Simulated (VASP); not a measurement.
# BiO5 (R-3m) in VASP: further runs

BiO5 is run at these levels: PBE; tasks: relaxation of cell and atoms.

Everything below comes from runs of VASP 6.6.1. Logs are shortened: lines on timing, memory, paths and dates and some standing lists are left out, and cuts for length are marked.

### Step 1. The cell of the first run

Symmetry: R-3m, No. 166, trigonal system. The conventional cell has a = 5.940 Å, b = 5.940 Å, c = 7.270 Å, α = 90.00°, β = 90.00°, γ = 120.00°. Within 2.8 Å of Bi (site symmetry -3m) lie 6 O at 2.10 Å. O (site symmetry 3m) has 1 O at 1.21 Å within 1.6 Å. Within 2.8 Å of O (site symmetry 2/m) lie 2 Bi at 2.10 Å and 2 O at 2.50 Å.

### Step 2. Relaxation of cell and atoms, PBE

INCAR reads:

```
  PREC = Accurate
  ENCUT = 600
  EDIFF = 1E-7
  ISMEAR = 0
  SIGMA = 0.2
  LREAL = F
  LASPH = T
  NELM = 120
  ALGO = Normal
  ISIF = 3
  LWAVE = F
  LCHARG = F
  GGA = PE
  IBRION = 2
  NSW = 36
  EDIFFG = -0.08
  GGA_COMPAT = F
  NELMIN = 4
```

KPOINTS reads:

```
Automatic mesh
0
Gamma
  4 4 4
```

POSCAR reads:

```
BiO5
1.0
    2.9700000000      1.7147303000      2.4233333300
   -2.9700000000      1.7147303000      2.4233333300
    0.0000000000     -3.4294606000      2.4233333300
Bi O
1 5
Direct
    0.0000000000      0.0000000000      0.0000000000
    0.4170000000      0.4170000000      0.4170000000
    0.5830000000      0.5830000000      0.5830000000
    0.0000000000      0.5000000000      0.0000000000
    0.0000000000      0.0000000000      0.5000000000
    0.5000000000      0.0000000000      0.0000000000
```

Potentials or basis: VASP PAW PBE potentials, release 64 (Bi_d, O).

The run is started by

```console
$ cat potpaw_PBE.64/Bi_d/POTCAR potpaw_PBE.64/O/POTCAR > POTCAR
$ mpirun -np 1 vasp_std > vasp.out
```

OUTCAR:

```text
PREC = Accurate
   ENCUT = 600
   EDIFF = 1E-7
   ISMEAR = 0
   LREAL = F
   LASPH = T
   NELM = 120
   ISIF = 3
   GGA = PE
   IBRION = 2
   NSW = 36
   EDIFFG = -0.08
   NELMIN = 4

 ion  position               nearest neighbor table
   1  0.000  0.000  0.000-   4 2.10   6 2.10   4 2.10   6 2.10   5 2.10   5 2.10
   2  0.417  0.417  0.417-   3 1.21
   3  0.583  0.583  0.583-   2 1.21
   4  0.000  0.500  0.000-   1 2.10   1 2.10
   5  0.000  0.000  0.500-   1 2.10   1 2.10
   6  0.500  0.000  0.000-   1 2.10   1 2.10

  LATTYP: Found a trigonal (rhomboedric) cell.
 ALAT       =     4.1992552233
 COS(alpha) =    -0.0004568270

  Lattice vectors:

 A1 = (   2.9700000000,   1.7147303000,   2.4233333300)
 A2 = (  -2.9700000000,   1.7147303000,   2.4233333300)
 A3 = (   0.0000000000,  -3.4294606000,   2.4233333300)

Analysis of symmetry for initial positions (statically):
=====================================================================
 Subroutine PRICEL returns:
 Original cell was already a primitive cell.

 Routine SETGRP: Setting up the symmetry group for a
 trigonal (rhombohedral) supercell.

 Subroutine GETGRP returns: Found 12 space group operations
 (whereof 12 operations were pure point group operations)
 out of a pool of 12 trial point group operations.

The static configuration has the point symmetry D_3d.

Analysis of symmetry for dynamics (positions and initial velocities):
=====================================================================
 Subroutine PRICEL returns:
 Original cell was already a primitive cell.

 Routine SETGRP: Setting up the symmetry group for a
 trigonal (rhombohedral) supercell.

 Subroutine GETGRP returns: Found 12 space group operations
 (whereof 12 operations were pure point group operations)
 out of a pool of 12 trial point group operations.

The dynamic configuration has the point symmetry D_3d.

 Subroutine INISYM returns: Found 12 space group operations
 (whereof 12 operations are pure point group operations),
 and found     1 'primitive' translations

----------------------------------------------------------------------------------------

                                     Primitive cell

  volume of cell :      74.0486

  direct lattice vectors                    reciprocal lattice vectors
     2.970000000  1.714730300  2.423333330     0.168350168  0.097197015  0.137551582
    -2.970000000  1.714730300  2.423333330    -0.168350168  0.097197015  0.137551582
     0.000000000 -3.429460600  2.423333330     0.000000000 -0.194394030  0.137551582

  length of vectors
     4.199255223  4.199255223  4.199255224     0.238137516  0.238137516  0.238137516

  position of ions in fractional coordinates (direct lattice)
     0.000000000  0.000000000  0.000000000
     0.417000000  0.417000000  0.417000000
     0.583000000  0.583000000  0.583000000
     0.000000000  0.500000000  1.000000000
     1.000000000  1.000000000  0.500000000
     0.500000000  0.000000000  1.000000000

  ion indices of the primitive-cell ions
   primitive index   ion index
                 1           1
                 2           2
                 3           3
                 4           4
                 5           5
                 6           6

----------------------------------------------------------------------------------------

 KPOINTS: Automatic mesh

Automatic generation of k-mesh.
 Grid dimensions read from file:
 generate k-points for:    4    4    4

 Generating k-lattice:

  Cartesian coordinates                     Fractional coordinates (reciprocal lattice)
     0.042087542  0.024299254  0.034387896     0.250000000  0.000000000 -0.000000000
    -0.042087542  0.024299254  0.034387896     0.000000000  0.250000000 -0.000000000
     0.000000000 -0.048598507  0.034387896    -0.000000000 -0.000000000  0.250000000

  Length of vectors
     0.059534379  0.059534379  0.059534379

  Shift w.r.t. Gamma in fractional coordinates (k-lattice)
     0.000000000  0.000000000  0.000000000

 Subroutine IBZKPT returns following result:
 ===========================================

 Found     13 irreducible k-points:

 Following reciprocal coordinates:
            Coordinates               Weight
  0.000000  0.000000  0.000000      1.000000
  0.250000  0.000000 -0.000000      6.000000
  0.500000  0.000000 -0.000000      3.000000
  0.250000  0.250000 -0.000000      6.000000
  0.500000  0.250000 -0.000000     12.000000
 -0.250000  0.250000  0.000000      6.000000
  0.500000  0.500000 -0.000000      3.000000
  0.250000  0.250000  0.250000      2.000000
  0.500000  0.250000  0.250000      6.000000
 -0.250000  0.250000  0.250000      6.000000
  0.500000  0.500000  0.250000      6.000000
 -0.250000  0.500000  0.250000      6.000000
  0.500000  0.500000  0.500000      1.000000
   k-points           NKPTS =     13   k-points in BZ     NKDIM =     13   number of bands    NBANDS=     27
   number of dos      NEDOS =    301   number of ions     NIONS =      6
   total plane-waves  NPLWV =  46656
   dimension x,y,z NGX =    36 NGY =   36 NGZ =   36
   dimension x,y,z NGXF=    72 NGYF=   72 NGZF=   72
   ions per type =               1   5
   NGX,Y,Z   is equivalent  to a cutoff of  14.25, 14.25, 14.25 a.u.
   NGXF,Y,Z  is equivalent  to a cutoff of  28.50, 28.50, 28.50 a.u.
 SYSTEM =  unknown system
   PREC   = accura    normal or accurate (medium, high low for compatibility)
   ISTART =      0    job   : 0-new  1-cont  2-samecut
   ICHARG =      2    charge: 1-file 2-atom 10-const
   ISPIN  =      1    spin polarized calculation?
   LNONCOLLINEAR =      F non collinear calculations
   LSORBIT =      F    spin-orbit coupling
   LASPH  =      T    aspherical Exc in radial PAW
   ENCUT  =  600.0 eV  44.10 Ry    6.64 a.u.   8.39  8.39  8.39*2*pi/ulx,y,z
   NELM   =    120;   NELMIN=  4; NELMDL= -5     # of ELM steps
   EDIFF  = 0.1E-06   stopping-criterion for ELM
   LREAL  =      F    real-space projection
   EDIFFG = -.8E-01   stopping-criterion for IOM
   NSW    =     36    number of steps for IOM
   IBRION =      2    ionic relax: 0-MD 1-quasi-New 2-CG
   NFREE  =      1    steps in history (QN), initial steepest desc. (CG)
   ISIF   =      3    stress and relaxation
   ISYM   =      2    0-nonsym 1-usesym 2-fastsym
   POTIM  = 0.5000    time-step for ionic-motion
   TEBEG  =    0.0;   TEEND  =   0.0 temperature during run
   PSTRESS=    0.0 pullay stress
   NELECT =      45.0000    total number of electrons
   NUPDOWN=      -1.0000    fix difference up-down
   EMIN   =  10.00;   EMAX   =-10.00  energy-range for DOS
   EFERMI =   0.00;   METHOD = LEGACY
   ISMEAR =     0;   SIGMA  =   0.20  broadening in eV -4-tet -1-fermi 0-gaus
   EFERMI_NEDOS =   21; number of points for ismear=-14 and -15
   IALGO  =     38    algorithm
   IMIX   =      4    mixing-type and parameters
     AMIX     =   0.40;   BMIX     =  1.00
     AMIX_MAG =   1.60;   BMIX_MAG =  1.00
  volume/ion in A,a.u.               =      12.34        83.28
  Fermi-wavevector in a.u.,A,eV,Ry     =   1.386671  2.620428 26.162052  1.922857
  Thomas-Fermi vector in A             =   2.510965
   LORBIT       =      0    0 simple, 1 ext, 2 COOP (PROOUT), +10 PAW based schemes
   GGA     = PE    functional components
   LHFCALC =     F    Hartree Fock is set to
   AEXX    =    0.0000 exact exchange contribution
   IVDW    =     0    specifies the selected vdW correction
   LEPSILON=     F    determine dielectric tensor
   LRPA    =     F    only Hartree local field effects (RPA)
 conjugate gradient relaxation of ions
 non-spin polarized calculation
 Gauss-broadening in eV      SIGMA  =   0.20
  energy-cutoff  :      600.00
  volume of cell :       74.05
 maximum number of plane-waves:      2517
 NGX is ok and might be reduce to    36
   NGX = 17   NGY = 17   NGZ = 17

--------------------------------------- Ionic step        1  -------------------------------------------

 number of electron      45.0000016 magnetization

 Free energy of the ion-electron system (eV)
  ---------------------------------------------------
  ext. energy  EPLUGINS =         0.00000000
  ---------------------------------------------------
  free energy    TOTEN  =       -28.52242664 eV

  energy without entropy =      -28.44366398  energy(sigma->0) =      -28.48304531

 E-fermi :   3.0365     XC(G=0): -10.4079

 val. band max:        3.0133049221   @ k =  -0.2500   0.2500   0.0000
 cond. band min:       3.0555152563   @ k =  -0.2500   0.5000   0.2500
 fundamental gap:      0.0422103342
 Fermi energy:         3.0364905292

 k-point     1 :       0.0000    0.0000    0.0000
  band No.  band energies     occupation
      1     -24.1874      2.00000
      2     -19.5761      2.00000
      3     -19.5761      2.00000
      4     -18.8730      2.00000
      5     -18.8464      2.00000
      6     -18.8464      2.00000
[... 496 lines left out ...]
  energy  without entropy=      -28.4986649392  energy(sigma->0) =      -28.54326292

--------------------------------------- Ionic step        4  -------------------------------------------

 number of electron      45.0000007 magnetization

 E-fermi :   2.0630     XC(G=0):  -9.9770

 val. band max:        2.0441821167   @ k =  -0.2500   0.2500   0.0000
 cond. band min:       2.0988669176   @ k =   0.5000   0.5000   0.5000
 fundamental gap:      0.0546848009
 Fermi energy:         2.0629782974

 k-point     1 :       0.0000    0.0000    0.0000
  band No.  band energies     occupation
      1     -23.4207      2.00000
      2     -20.3255      2.00000
      3     -20.3255      2.00000
      4     -19.8264      2.00000
      5     -19.7991      2.00000
      6     -19.7991      2.00000
[... 456 lines left out ...]
  energy  without entropy=      -28.5014241981  energy(sigma->0) =      -28.54682830

--------------------------------------- Ionic step        6  -------------------------------------------

 number of electron      45.0000030 magnetization

 Free energy of the ion-electron system (eV)
  ---------------------------------------------------
  ext. energy  EPLUGINS =         0.00000000
  ---------------------------------------------------
  free energy    TOTEN  =       -28.59224363 eV

  energy without entropy =      -28.50151215  energy(sigma->0) =      -28.54687789

 E-fermi :   2.4815     XC(G=0): -10.1144

 val. band max:        2.4677088749   @ k =   0.5000   0.5000   0.5000
 cond. band min:       2.5138595268   @ k =  -0.2500   0.5000   0.2500
 fundamental gap:      0.0461506519
 Fermi energy:         2.4814535603

 k-point     1 :       0.0000    0.0000    0.0000
  band No.  band energies     occupation
      1     -24.8389      2.00000
      2     -20.0136      2.00000
      3     -20.0136      2.00000
      4     -19.4526      2.00000
      5     -19.4260      2.00000
      6     -19.4260      2.00000
[... 412 lines left out ...]
  FREE ENERGIE OF THE ION-ELECTRON SYSTEM (eV)
  ---------------------------------------------------
  free  energy   TOTEN  =       -28.5922436266 eV

  energy  without entropy=      -28.5015121502  energy(sigma->0) =      -28.54687789

 reached required accuracy - stopping structural energy minimisation
```

Run time: 72 s. Hardware: 1 thread of Intel Xeon 6975P-C (Granite Rapids), shared host; peak memory 0.21 GiB.

What came out:

```
Free energy                           : -28.5922 eV
Relaxed volume                        : 13.05 Å³/atom
Relaxed cell                          : a = 4.278 Å, b = 4.278 Å, c = 4.278 Å, α = 90.31°, β = 90.31°, γ = 90.31°
Space group after relaxing (to 0.1 Å) : R-3m (No. 166)
Energy gained by relaxing             : 11.6 meV/atom
Ionic steps                           : 6
Pressure after relaxing               : 0.0 GPa
Band gap on the k mesh                : zero (an odd number of electrons rules out a gap without spin polarisation)
```

Stress tensor (GPa, compression positive):
```
 0.42  0.00  0.00
 0.00  0.42  0.00
 0.00  0.00 -0.96
```

The path:
```tsv
step	energy change (eV)	largest force (eV/Å)	pressure (GPa)	volume (Å³)
1	0.0000	0.3326	5.12	74.05
2	-0.0647	0.8993	0.61	78.36
3	-0.0654	0.7722	0.95	77.93
4	0.0627	3.4432	-4.90	80.62
5	-0.0698	0.0362	-0.09	78.31
6	-0.0698	0.0018	-0.04	78.29
```

Final structure:
```
Bi O
1.0
     3.03321    1.75123    2.45661
    -3.03321    1.75123    2.45661
     0.00000   -3.50245    2.45661
Bi O
1 5
Cartesian
  0.0000 0.0000 0.0000
  0.0000 0.0000 3.0835
  0.0000 0.0000 4.2863
  -1.5166 0.8756 1.2283
  0.0000 -1.7512 1.2283
  1.5166 0.8756 1.2283
```

Caveat: the k points lie up to 0.37 Å⁻¹ apart in the final cell, too coarse for converged energies and pressures of a metal; the standard files for N, O and F lose accuracy on very short bonds; spin-orbit coupling is left out, which moves the levels of the heavy elements; an odd number of electrons without spin polarisation forces a metal; a magnetic or distorted state may lie lower.

### Step 3. Relaxation of cell and atoms, PBE

This run uses another cell than the first one, of 14.76 Å³/atom.

INCAR reads:

```
ALGO = Normal
EDIFF = 1E-7
EDIFFG = -0.08
ENCUT = 600
GGA = PE
GGA_COMPAT = False
IBRION = 2
ISIF = 3
ISMEAR = 0
LASPH = True
LCHARG = False
LREAL = False
LWAVE = False
NELM = 120
NELMIN = 4
NSW = 36
PREC = Accurate
SIGMA = 0.2
```

KPOINTS reads:

```
k-points
0
Gamma
  4 4 4
```

POSCAR reads:

```
BiO5
1.0
    2.4994571100      1.4430622300      4.0925471400
   -2.4994571100      1.4430622300      4.0925471400
    0.0000000000     -2.8861244700      4.0925471400
Bi O
1 5
Direct
    0.0000000000      0.0000000000      0.0000000000
    0.0000000000      0.0000000000      0.5000000000
    0.5000000000      0.0000000000      0.0000000000
    0.0000000000      0.5000000000      0.0000000000
    0.3355316800      0.3355316800      0.3355316800
    0.6644683200      0.6644683200      0.6644683200
```

Potentials or basis: VASP PAW PBE potentials, release 64 (Bi_d, O).

The run is started by

```console
$ cat potpaw_PBE.64/Bi_d/POTCAR potpaw_PBE.64/O/POTCAR > POTCAR
$ mpirun -np 1 vasp_std > vasp.out
```

Run time: 6.2 min. Hardware: 1 thread of Intel Xeon 6975P-C (Granite Rapids), shared host; peak memory 0.26 GiB.

It converged, with:

```
Free energy                           : -26.5598 eV
Relaxed volume                        : 14.90 Å³/atom
Relaxed cell                          : a = 4.635 Å, b = 4.635 Å, c = 4.635 Å, α = 73.64°, β = 73.64°, γ = 73.64°
Space group after relaxing (to 0.1 Å) : R-3m (No. 166)
Energy gained by relaxing             : 826.9 meV/atom
Ionic steps                           : 23
Pressure after relaxing               : 0.1 GPa
Largest force after relaxing          : 0.073 eV/Å
Band gap on the k mesh                : zero (an odd number of electrons rules out a gap without spin polarisation)
```

Forces on the atoms (eV/Å):
```
Bi   0.000  0.000  0.000
O    0.000  0.000  0.000
O    0.000  0.000  0.000
O    0.000  0.000  0.000
O    0.000  0.000 -0.073
O    0.000  0.000  0.073
```

Stress tensor (GPa, compression positive):
```
 0.36  0.00  0.00
 0.00  0.36  0.00
 0.00  0.00 -0.48
```

Step by step:
| step | energy change (eV) | largest force (eV/Å) | pressure (GPa) | volume (Å³) |
| --- | --- | --- | --- | --- |
| 1 | 0.0000 | 1.4523 | -14.52 | 88.57 |
| 2 | -1.2208 | 1.5423 | -3.32 | 72.50 |
| 3 | -1.2919 | 1.4376 | 2.48 | 68.53 |
| 4 | -1.5475 | 1.6030 | 4.01 | 68.57 |
| 5 | -2.4632 | 1.8535 | 9.82 | 68.66 |
| 6 | -2.5828 | 3.1423 | 33.86 | 68.82 |
| 7 | -3.0459 | 0.7201 | 15.84 | 68.72 |
| 8 | -3.1210 | 0.3547 | 21.06 | 68.76 |
| 9 | -3.1728 | 0.4895 | 20.99 | 69.18 |
| 10 | -3.2956 | 0.9575 | 21.06 | 70.46 |
| 11 | -3.3589 | 2.2523 | 22.59 | 73.05 |
| 12 | -3.5864 | 2.0219 | 19.00 | 74.86 |
| 13 | -4.0851 | 1.3963 | 10.02 | 80.45 |
| 14 | -4.4316 | 0.3204 | -1.82 | 92.40 |
| 15 | -4.5058 | 0.3196 | -1.63 | 92.39 |
| 16 | -4.6990 | 0.3309 | -0.97 | 92.29 |
| 17 | -4.9179 | 0.4578 | 1.08 | 91.70 |
| 18 | -4.9271 | 0.5671 | 1.96 | 91.39 |
| 19 | -4.9475 | 0.1951 | -0.51 | 93.11 |
| 20 | -4.9475 | 0.1946 | -0.51 | 93.11 |
| 21 | -4.9516 | 0.1686 | -0.45 | 92.74 |
| 22 | -4.9603 | 0.0897 | -0.29 | 91.62 |
| 23 | -4.9612 | 0.0729 | 0.08 | 89.41 |

Final structure:
```
Bi O
1.0
     2.77764    1.60367    3.34552
    -2.77764    1.60367    3.34552
     0.00000   -3.20734    3.34552
Bi O
1 5
Direct
  0.00000 0.00000 0.00000
  0.00000 0.00000 0.50000
  0.50000 0.00000 0.00000
  0.00000 0.50000 0.00000
  0.25653 0.25653 0.25653
  0.74347 0.74347 0.74347
```

Levels at points of the mesh, in eV from the Fermi level:
| k point | band 20 | band 21 | band 22 | band 23 | band 24 | band 25 | band 26 | band 27 |
| --- | --- | --- | --- | --- | --- | --- | --- | --- |
| (0.00, 0.00, 0.00) | -1.68 | -1.12 | -1.12 | -0.85 | 2.19 | 3.14 | 3.14 | 6.33 |
| (0.50, 0.00, 0.00) | -1.18 | -0.34 | -0.34 | -0.25 | 2.14 | 2.46 | 2.91 | 4.16 |
| (0.50, 0.50, 0.00) | -0.90 | -0.77 | -0.19 | 0.63 | 2.54 | 2.68 | 3.46 | 3.84 |
| (0.50, 0.50, 0.50) | -0.84 | -0.84 | -0.74 | 0.90 | 2.23 | 3.00 | 3.00 | 3.07 |

Caveat: the k points lie up to 0.36 Å⁻¹ apart in the final cell, too coarse for converged energies and pressures of a metal; spin-orbit coupling is left out, which moves the levels of the heavy elements; an odd number of electrons without spin polarisation forces a metal; a magnetic or distorted state may lie lower; the relaxation stopped at a loose force limit of 0.08 eV/Å, so its end isn't a converged minimum.
